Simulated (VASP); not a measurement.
Zn2S:

```
CELL_PARAMETERS angstrom
-3.20053 3.20053 2.45325
3.20053 -3.20053 2.45325
3.20053 3.20053 -2.45325
ATOMIC_POSITIONS crystal
Zn 0.65750 0.84250 0.50000
Zn 0.15750 0.65750 0.81500
Zn 0.34250 0.15750 0.50000
Zn 0.84250 0.34250 0.18500
S 0.00000 0.00000 0.00000
S 0.50000 0.50000 0.00000
```

* Program: VASP 6.6.1
* Task: relaxation of cell and atoms
* Functional: PBE
* Potentials or basis: VASP PAW PBE potentials, release 64 (Zn, S)
* Cutoff: 600 eV
* k mesh: 4 × 4 × 4
* Occupations: gaussian, width 0.1 eV
* Spin: no spin polarisation

At the start: pressure 3.1 GPa; volume 16.75 Å³/atom.

Where does the relaxation end?

Over 9 steps the energy falls by 110.7 meV/atom and the volume is 17.18 Å³/atom (+2.5 %); space group I4/mcm (No. 140, to 0.05 Å).

The path:
```
step  energy change (eV)  largest force (eV/Å)  pressure (GPa)  volume (Å³)
   1              0.0000                1.1781            3.07       100.52
   2             -0.2770                0.8665           -0.86       105.24
   3             -0.3348                0.6583           -2.34       108.35
   4             -0.5455                0.5164           -1.99       105.94
   5             -0.1218                2.2290            6.44        98.82
   6             -0.6278                0.3431           -1.01       104.46
   7             -0.6523                0.2309            0.86       102.32
   8             -0.6636                0.0465           -0.08       103.19
   9             -0.6640                0.0067            0.06       103.05
```

Final structure:
```
Zn S
1.0
    -3.23511    3.23511    2.46166
     3.23511   -3.23511    2.46166
     3.23511    3.23511   -2.46166
Zn S
4 2
Direct
  0.63337 0.86663 0.50000
  0.13337 0.63337 0.76675
  0.36663 0.13337 0.50000
  0.86663 0.36663 0.23325
  0.00000 0.00000 0.00000
  0.50000 0.50000 0.00000
```

Caveat: the k points lie up to 0.40 Å⁻¹ apart in the final cell.
